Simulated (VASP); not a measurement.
# InAs (Pm-3m) in VASP: single point with PBE

Aim: the single point of InAs with PBE.

Program: VASP 6.6.1. These are calculated values, not measurements. Logs are shortened: lines on timing, memory, paths and dates and some standing lists are left out, and cuts for length are marked.

## 1. The cell of the first run

The structure is cubic, space group Pm-3m (No. 221). The conventional cell has a = 3.537 Å, b = 3.537 Å, c = 3.537 Å, α = 90.00°, β = 90.00°, γ = 90.00°. In (site symmetry m-3m) has 8 As at 3.06 Å and 6 In at 3.54 Å within 4.0 Å. Within 4.0 Å of As (site symmetry m-3m) lie 8 In at 3.06 Å and 6 As at 3.54 Å.

## 2. Single point, PBE

File INCAR:

```
SYSTEM = InAs
ALGO     = Normal         ! electronic algorithm
EDIFF    = 1E-7           ! SCF threshold, eV
ENCUT    = 520            ! plane-wave cutoff, eV
GGA      = PE             ! functional
ISIF     = 2              ! what is computed and relaxed
ISMEAR   = -1             ! smearing method
LASPH    = .True.         ! aspherical terms in the spheres
LCHARG   = .False.        ! write CHGCAR
LREAL    = .False.        ! projectors in reciprocal space
LWAVE    = .False.        ! write WAVECAR
NBANDS   = 16             ! bands
NELM     = 100            ! most SCF steps
PREC     = Accurate       ! precision mode
SIGMA    = 0.02           ! smearing width, eV
```

File KPOINTS:

```
k-points
0
Gamma
  6 6 6
  0 0 0
```

File POSCAR:

```
InAs
1.0
    3.5365410810      0.0000000000      0.0000000000
    0.0000000000      3.5365410810      0.0000000000
    0.0000000000      0.0000000000      3.5365410810
In As
1 1
Direct
    0.0000000000      0.0000000000      0.0000000000
    0.5000000000      0.5000000000      0.5000000000
```

Potentials or basis: VASP PAW PBE potentials, release 64 (In_d, As).

On the command line:

```
> cat potpaw_PBE.64/In_d/POTCAR potpaw_PBE.64/As/POTCAR > POTCAR
> mpirun -np 1 vasp_std > vasp.out
```

OUTCAR:

```text
SYSTEM = InAs
   EDIFF = 1E-7
   ENCUT = 520
   GGA = PE
   ISIF = 2
   ISMEAR = -1
   LASPH = .True.
   LREAL = .False.
   NELM = 100
   PREC = Accurate

 ion  position               nearest neighbor table
   1  0.000  0.000  0.000-   2 3.06   2 3.06   2 3.06   2 3.06   2 3.06   2 3.06   2 3.06   2 3.06

   2  0.500  0.500  0.500-   1 3.06   1 3.06   1 3.06   1 3.06   1 3.06   1 3.06   1 3.06   1 3.06

  LATTYP: Found a simple cubic cell.
 ALAT       =     3.5365410810

  Lattice vectors:

 A1 = (   3.5365410810,   0.0000000000,   0.0000000000)
 A2 = (   0.0000000000,   3.5365410810,   0.0000000000)
 A3 = (   0.0000000000,   0.0000000000,   3.5365410810)

Analysis of symmetry for initial positions (statically):
=====================================================================
 Subroutine PRICEL returns:
 Original cell was already a primitive cell.

 Routine SETGRP: Setting up the symmetry group for a
 simple cubic supercell.

 Subroutine GETGRP returns: Found 48 space group operations
 (whereof 48 operations were pure point group operations)
 out of a pool of 48 trial point group operations.

The static configuration has the point symmetry O_h .

Analysis of symmetry for dynamics (positions and initial velocities):
=====================================================================
 Subroutine PRICEL returns:
 Original cell was already a primitive cell.

 Routine SETGRP: Setting up the symmetry group for a
 simple cubic supercell.

 Subroutine GETGRP returns: Found 48 space group operations
 (whereof 48 operations were pure point group operations)
 out of a pool of 48 trial point group operations.

The dynamic configuration has the point symmetry O_h .

 Subroutine INISYM returns: Found 48 space group operations
 (whereof 48 operations are pure point group operations),
 and found     1 'primitive' translations

----------------------------------------------------------------------------------------

                                     Primitive cell

  volume of cell :      44.2320

  direct lattice vectors                    reciprocal lattice vectors
     3.536541081  0.000000000  0.000000000     0.282762161  0.000000000  0.000000000
     0.000000000  3.536541081  0.000000000     0.000000000  0.282762161  0.000000000
     0.000000000  0.000000000  3.536541081     0.000000000  0.000000000  0.282762161

  length of vectors
     3.536541081  3.536541081  3.536541081     0.282762161  0.282762161  0.282762161

  position of ions in fractional coordinates (direct lattice)
     0.000000000  0.000000000  0.000000000
     0.500000000  0.500000000  0.500000000

  ion indices of the primitive-cell ions
   primitive index   ion index
                 1           1
                 2           2

----------------------------------------------------------------------------------------

 KPOINTS: k-points

Automatic generation of k-mesh.
 Grid dimensions read from file:
 generate k-points for:    6    6    6

 Generating k-lattice:

  Cartesian coordinates                     Fractional coordinates (reciprocal lattice)
     0.047127027  0.000000000  0.000000000     0.166666667  0.000000000  0.000000000
     0.000000000  0.047127027  0.000000000     0.000000000  0.166666667  0.000000000
     0.000000000  0.000000000  0.047127027     0.000000000  0.000000000  0.166666667

  Length of vectors
     0.047127027  0.047127027  0.047127027

  Shift w.r.t. Gamma in fractional coordinates (k-lattice)
     0.000000000  0.000000000  0.000000000

 Subroutine IBZKPT returns following result:
 ===========================================

 Found     20 irreducible k-points:

 Following reciprocal coordinates:
            Coordinates               Weight
  0.000000  0.000000  0.000000      1.000000
  0.166667  0.000000  0.000000      6.000000
  0.333333  0.000000  0.000000      6.000000
  0.500000  0.000000  0.000000      3.000000
  0.166667  0.166667  0.000000     12.000000
  0.333333  0.166667  0.000000     24.000000
[... 12 lines left out ...]
  0.500000  0.500000  0.333333      6.000000
  0.500000  0.500000  0.500000      1.000000
   k-points           NKPTS =     20   k-points in BZ     NKDIM =     20   number of bands    NBANDS=     16
   number of dos      NEDOS =    301   number of ions     NIONS =      2
   total plane-waves  NPLWV =  21952
   dimension x,y,z NGX =    28 NGY =   28 NGZ =   28
   dimension x,y,z NGXF=    56 NGYF=   56 NGZF=   56
   ions per type =               1   1
   NGX,Y,Z   is equivalent  to a cutoff of  13.16, 13.16, 13.16 a.u.
   NGXF,Y,Z  is equivalent  to a cutoff of  26.32, 26.32, 26.32 a.u.
 SYSTEM =  InAs
   PREC   = accura    normal or accurate (medium, high low for compatibility)
   ISTART =      0    job   : 0-new  1-cont  2-samecut
   ICHARG =      2    charge: 1-file 2-atom 10-const
   ISPIN  =      1    spin polarized calculation?
   LNONCOLLINEAR =      F non collinear calculations
   LSORBIT =      F    spin-orbit coupling
   LASPH  =      T    aspherical Exc in radial PAW
   ENCUT  =  520.0 eV  38.22 Ry    6.18 a.u.   6.58  6.58  6.58*2*pi/ulx,y,z
   NELM   =    100;   NELMIN=  2; NELMDL= -5     # of ELM steps
   EDIFF  = 0.1E-06   stopping-criterion for ELM
   LREAL  =      F    real-space projection
   EDIFFG = 0.1E-05   stopping-criterion for IOM
   NSW    =      0    number of steps for IOM
   IBRION =     -1    ionic relax: 0-MD 1-quasi-New 2-CG
   NFREE  =      0    steps in history (QN), initial steepest desc. (CG)
   ISIF   =      2    stress and relaxation
   ISYM   =      2    0-nonsym 1-usesym 2-fastsym
   POTIM  = 0.5000    time-step for ionic-motion
   TEBEG  =    0.0;   TEEND  =   0.0 temperature during run
   PSTRESS=    0.0 pullay stress
   NELECT =      18.0000    total number of electrons
   NUPDOWN=      -1.0000    fix difference up-down
   EMIN   =  10.00;   EMAX   =-10.00  energy-range for DOS
   EFERMI =   0.00;   METHOD = LEGACY
   ISMEAR =    -1;   SIGMA  =   0.02  broadening in eV -4-tet -1-fermi 0-gaus
   EFERMI_NEDOS =   21; number of points for ismear=-14 and -15
   IALGO  =     38    algorithm
   IMIX   =      4    mixing-type and parameters
     AMIX     =   0.40;   BMIX     =  1.00
     AMIX_MAG =   1.60;   BMIX_MAG =  1.00
  volume/ion in A,a.u.               =      22.12       149.25
  Fermi-wavevector in a.u.,A,eV,Ry     =   1.213166  2.292552 20.024676  1.471772
  Thomas-Fermi vector in A             =   2.348627
   LORBIT       =      0    0 simple, 1 ext, 2 COOP (PROOUT), +10 PAW based schemes
   GGA     = PE    functional components
   LHFCALC =     F    Hartree Fock is set to
   AEXX    =    0.0000 exact exchange contribution
   IVDW    =     0    specifies the selected vdW correction
   LEPSILON=     F    determine dielectric tensor
   LRPA    =     F    only Hartree local field effects (RPA)
 non-spin polarized calculation
  energy-cutoff  :      520.00
  volume of cell :       44.23
 maximum number of plane-waves:      1213
 NGX is ok and might be reduce to    28
   NGX = 13   NGY = 13   NGZ = 13

 number of electron      18.0000010 magnetization

 Free energy of the ion-electron system (eV)
  ---------------------------------------------------
  ext. energy  EPLUGINS =         0.00000000
  ---------------------------------------------------
  free energy    TOTEN  =        -6.83461509 eV

  energy without entropy =       -6.83063480  energy(sigma->0) =       -6.83262495

 E-fermi :   6.9459     XC(G=0): -10.5783

 val. band max:        6.9055971234   @ k =   0.5000   0.3333   0.1667
 cond. band min:       6.9859943371   @ k =   0.3333   0.3333   0.1667
 fundamental gap:      0.0803972136
 Fermi energy:         6.9458770272

 k-point     1 :       0.0000    0.0000    0.0000
  band No.  band energies     occupation
      1      -7.5346      2.00000
      2      -7.5346      2.00000
      3      -7.3189      2.00000
      4      -7.3189      2.00000
      5      -7.3189      2.00000
      6      -5.6621      2.00000
[... 8 lines left out ...]
     15      16.6020      0.00000
     16      21.1101      0.00000

 k-point     2 :       0.1667    0.0000    0.0000
  band No.  band energies     occupation
      1      -7.5305      2.00000
      2      -7.4909      2.00000
      3      -7.3396      2.00000
      4      -7.3396      2.00000
      5      -7.3172      2.00000
      6      -5.3864      2.00000
[... 8 lines left out ...]
     15      15.5381      0.00000
     16      19.4350      0.00000

 k-point     3 :       0.3333    0.0000    0.0000
  band No.  band energies     occupation
      1      -7.5224      2.00000
      2      -7.4054      2.00000
      3      -7.3807      2.00000
      4      -7.3807      2.00000
      5      -7.3137      2.00000
      6      -4.6551      2.00000
[... 8 lines left out ...]
     15      17.0097      0.00000
     16      18.3534      0.00000

 k-point     4 :       0.5000    0.0000    0.0000
  band No.  band energies     occupation
      1      -7.5183      2.00000
      2      -7.4009      2.00000
      3      -7.4009      2.00000
      4      -7.3632      2.00000
      5      -7.3119      2.00000
      6      -4.0948      2.00000
[... 8 lines left out ...]
     15      15.8380      0.00000
     16      21.4952      0.00000

 k-point     5 :       0.1667    0.1667    0.0000
  band No.  band energies     occupation
      1      -7.5075      2.00000
      2      -7.4645      2.00000
      3      -7.3740      2.00000
      4      -7.3399      2.00000
      5      -7.3342      2.00000
      6      -5.0994      2.00000
[... 8 lines left out ...]
     15      16.3888      0.00000
     16      18.8060      0.00000

 k-point     6 :       0.3333    0.1667    0.0000
  band No.  band energies     occupation
      1      -7.4929      2.00000
      2      -7.4361      2.00000
      3      -7.3817      2.00000
      4      -7.3765      2.00000
      5      -7.3316      2.00000
      6      -4.3541      2.00000
[... 8 lines left out ...]
     15      18.3284      0.00000
     16      18.7471      0.00000

 k-point     7 :       0.5000    0.1667    0.0000
  band No.  band energies     occupation
      1      -7.4877      2.00000
      2      -7.4650      2.00000
      3      -7.3957      2.00000
      4      -7.3383      2.00000
      5      -7.3291      2.00000
      6      -3.7933      2.00000
[... 8 lines left out ...]
     15      17.8887      0.00000
     16      19.3538      0.00000

 k-point     8 :       0.3333    0.3333    0.0000
  band No.  band energies     occupation
      1      -7.5344      2.00000
      2      -7.4572      2.00000
      3      -7.3704      2.00000
      4      -7.3647      2.00000
      5      -7.3107      2.00000
      6      -3.6054      2.00000
[... 8 lines left out ...]
     15      17.2510      0.00000
     16      18.8345      0.00000

 k-point     9 :       0.5000    0.3333    0.0000
  band No.  band energies     occupation
      1      -7.5782      2.00000
      2      -7.4469      2.00000
      3      -7.3853      2.00000
      4      -7.3631      2.00000
      5      -7.2682      2.00000
      6      -3.0747      2.00000
[... 8 lines left out ...]
     15      17.4483      0.00000
     16      18.4757      0.00000
[... 96 lines left out ...]
 k-point    15 :       0.5000    0.3333    0.1667
  band No.  band energies     occupation
      1      -7.5562      2.00000
      2      -7.4215      2.00000
      3      -7.3975      2.00000
      4      -7.3910      2.00000
      5      -7.2649      2.00000
      6      -2.8993      2.00000
[... 8 lines left out ...]
     15      18.7606      0.00000
     16      19.1052      0.00000

 k-point    16 :       0.5000    0.5000    0.1667
  band No.  band energies     occupation
      1      -7.5987      2.00000
      2      -7.4129      2.00000
      3      -7.4129      2.00000
      4      -7.3813      2.00000
      5      -7.2249      2.00000
      6      -2.4941      2.00000
[... 8 lines left out ...]
     15      19.3969      0.00000
     16      19.3969      0.00000

 k-point    17 :       0.3333    0.3333    0.3333
  band No.  band energies     occupation
      1      -7.5047      2.00000
      2      -7.4525      2.00000
      3      -7.4525      2.00000
      4      -7.3029      2.00000
      5      -7.3029      2.00000
      6      -2.8383      2.00000
[... 8 lines left out ...]
     15      19.9052      0.00000
     16      19.9052      0.00000

 k-point    18 :       0.5000    0.3333    0.3333
  band No.  band energies     occupation
      1      -7.5230      2.00000
      2      -7.4804      2.00000
      3      -7.4494      2.00000
      4      -7.3008      2.00000
      5      -7.2515      2.00000
      6      -2.4910      2.00000
[... 8 lines left out ...]
     15      20.4588      0.00000
     16      21.9060      0.00000

 k-point    19 :       0.5000    0.5000    0.3333
  band No.  band energies     occupation
      1      -7.5382      2.00000
      2      -7.4769      2.00000
      3      -7.4769      2.00000
      4      -7.2752      2.00000
      5      -7.2227      2.00000
      6      -2.2439      2.00000
[... 8 lines left out ...]
     15      22.9574      0.00000
     16      22.9574      0.00000

 k-point    20 :       0.5000    0.5000    0.5000
  band No.  band energies     occupation
      1      -7.5081      2.00000
      2      -7.5081      2.00000
      3      -7.5081      2.00000
      4      -7.2217      2.00000
      5      -7.2217      2.00000
      6      -2.0953      2.00000
[... 8 lines left out ...]
     15      24.5534      0.00000
     16      24.5534      0.00000

------------------------ aborting loop because EDIFF is reached ----------------------------------------

  FORCE on cell =-STRESS in cart. coord.  units (eV):
  Direction    XX          YY          ZZ          XY          YZ          ZX
  --------------------------------------------------------------------------------------
  -------------------------------------------------------------------------------------
  Total        0.4342687      0.4342687      0.4342687     -0.0000000     -0.0000000      0.0000000
  in kB       15.7301546     15.7301546     15.7301546     -0.0000000     -0.0000000      0.0000000
  external PRESSURE =      15.7301546 kB  Pullay stress =       0.0000000 kB

 VOLUME and BASIS-vectors are now :
 -----------------------------------------------------------------------------
  energy-cutoff  :      520.00
  volume of cell :       44.23
      direct lattice vectors                 reciprocal lattice vectors
     3.536541081  0.000000000  0.000000000     0.282762161  0.000000000  0.000000000
     0.000000000  3.536541081  0.000000000     0.000000000  0.282762161  0.000000000
     0.000000000  0.000000000  3.536541081     0.000000000  0.000000000  0.282762161

 POSITION                                       TOTAL-FORCE (eV/Angst)
 -----------------------------------------------------------------------------------
      0.00000      0.00000      0.00000         0.000000      0.000000      0.000000
      1.76827      1.76827      1.76827         0.000000      0.000000      0.000000
 -----------------------------------------------------------------------------------
    total drift:                               -0.000000      0.000000     -0.000000

  FREE ENERGIE OF THE ION-ELECTRON SYSTEM (eV)
  ---------------------------------------------------
  free  energy   TOTEN  =        -6.8346150924 eV

  energy  without entropy=       -6.8306347989  energy(sigma->0) =       -6.83262495
```

It took 17 s on 1 thread of Intel Xeon Platinum 8488C (Sapphire Rapids), shared host; peak memory 0.16 GiB.

Results:

```yaml
Free_energy: -6.8346 eV
Pressure: 1.6 GPa
Band_gap_on_the_k_mesh: zero (band 9 reaches 8.11 eV, above the bottom of band 10 at 5.53 eV)
```

Caveat: spin-orbit coupling is left out, which moves the levels of the heavy elements.
